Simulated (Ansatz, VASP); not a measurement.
Tc: VASP beside Ansatz

INCAR

```
PREC     = Accurate       # precision mode
ENCUT    = 520            # plane-wave cutoff, eV
EDIFF    = 1E-8           # SCF threshold, eV
ISMEAR   = -1             # smearing method
SIGMA    = 0.03           # smearing width, eV
LREAL    = F              # projectors in reciprocal space
LASPH    = T              # aspherical terms in the spheres
NELM     = 100            # most SCF steps
ALGO     = Normal         # electronic algorithm
ISIF     = 2              # what is computed and relaxed
LWAVE    = F              # write WAVECAR
LCHARG   = F              # write CHGCAR
GGA      = PE             # functional
LEFG     = T            
NBANDS   = 12             # bands
```

The input KPOINTS:

```
regular mesh
0
Gamma
  18 18 18
```

POSCAR

```
Tc
1.0
    0.0000000000      1.9902104161      1.8720000000
    1.9902104161      0.0000000000      1.8720000000
    1.9902104161      1.9902104161      0.0000000000
Tc
1
Direct
    0.0000000000      0.0000000000      0.0000000000
```

Input for Ansatz:

```yaml
crystal:
  lattice:
    - [0.0, 1.9902104161, 1.872]
    - [1.9902104161, 0.0, 1.872]
    - [1.9902104161, 1.9902104161, 0.0]
  atoms:
    - { symbol: Tc, position: [0.0, 0.0, 0.0] }
kpoints:
  mp_grid: { grid: [18, 18, 18] }
scf:
  occupations: { method: fermi_dirac, width: 0.03 }
hamiltonian:
  xc: pbe
  pseudopotentials: { kind: all_electron, datasets: crystal }
output:
  forces: true
  stress: true
  eigenvalues: true
  efg: { contact_densities: true }
```

Change from the starting cell: z stretched by -4 % at fixed volume, crystal datasets.

Alike in both runs: task electric field gradients; functional PBE; k mesh 18 × 18 × 18; occupations fermi-dirac, width 0.03 eV; no spin polarisation.

|  | VASP | Ansatz |
| --- | --- | --- |
| version | VASP 6.6.1 | Ansatz 0.2.0 |
| potentials or method | VASP PAW PBE potentials, release 64 (Tc_pv), cutoff 520 eV | all-electron PAW with datasets made for the crystal, scalar-relativistic |

```tsv
	VASP	Ansatz	Ansatz less VASP
pressure (GPa)	-6.5	-5.9	+0.61
traceless stress, the component that is largest in VASP (GPa)	7.06	7.08	+0.019
size of Vzz on the site where it differs most (V/Å²)	9.5	10.0	+0.53
```

Ansatz ran all-electron here, and VASP with PAW potentials.
